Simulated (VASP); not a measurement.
KZnF3, 10 atoms in the cell. The typed cell holds 10 atoms: a = 8.100 Å, b = 4.050 Å, c = 4.050 Å, α = 90.00°, β = 90.00°, γ = 90.00°. 

| Property | Result |
| --- | --- |
| Program | VASP 6.6.1 |
| Task | single point |
| Functional | PBE |
| Dispersion | D3(BJ) |
| Potentials or basis | VASP PAW PBE potentials, release 64 (K_sv, Zn, F) |
| Cutoff | 520 eV |
| k mesh | 1 × 2 × 2 |
| Occupations | fermi-dirac, width 0.1 eV |
| Spin | no spin polarisation |
| Dipole correction | no |
| Further INCAR settings | ALGO = Normal; EDIFF = 1e-06; NBANDS = 53 |

Potentials or basis: VASP PAW PBE potentials, release 64 (K_sv, Zn, F).

Run with:

```console
$ cat potpaw_PBE.64/K_sv/POTCAR potpaw_PBE.64/Zn/POTCAR potpaw_PBE.64/F/POTCAR > POTCAR
$ mpirun -np 1 vasp_std > vasp.out
```

Hardware: 1 thread of Intel(R) Xeon(R) Platinum 8375C CPU @ 2.90GHz (Ice Lake), with other jobs on the host.

Question: Estimate the wall time of this run.

Answer: Wall time 43 s on 1 thread of Intel(R) Xeon(R) Platinum 8375C CPU @ 2.90GHz (Ice Lake), with other jobs on the host, peak memory 0.24 GiB. Counts: scf iterations 17, k points 4.
